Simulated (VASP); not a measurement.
A run of VASP 6.6.1:

The input INCAR:

```
SYSTEM = NaF
  PREC = Accurate
  ENCUT = 600
  EDIFF = 1E-6
  ISMEAR = 0
  SIGMA = 0.02
  LREAL = .False.
  LASPH = .True.
  NELM = 120
  ALGO = Normal
  ISIF = 2
  LWAVE = .False.
  LCHARG = .True.
  LELF = .True.
  LVHAR = .True.
  NBANDS = 14
  GGA_COMPAT = .False.
```

The input KPOINTS:

```
Automatic mesh
0
Gamma
  8 8 8
  0 0 0
```

The input POSCAR:

```
NaF
1.0
    0.0000000000      2.2511377514      2.2511377514
    2.2511377514      0.0000000000      2.2511377514
    2.2511377514      2.2511377514      0.0000000000
Na F
1 1
Direct
    0.0000000000      0.0000000000      0.0000000000
    0.5000000000      0.5000000000      0.5000000000
```

Potentials or basis: VASP PAW LDA potentials, release 64 (Na_pv, F).

Command:

```bash
$ cat potpaw_LDA.64/Na_pv/POTCAR potpaw_LDA.64/F/POTCAR > POTCAR
$ mpirun -np 1 vasp_std > vasp.out
```

Hardware: 1 thread of Intel(R) Xeon(R) 6975P-C (Granite Rapids), on a shared host.

Estimate the wall time of this run.

It took 5.4 s on 1 thread of Intel(R) Xeon(R) 6975P-C (Granite Rapids), on a shared host, peak memory 0.14 GiB. Counts: scf iterations 12, k points 29.
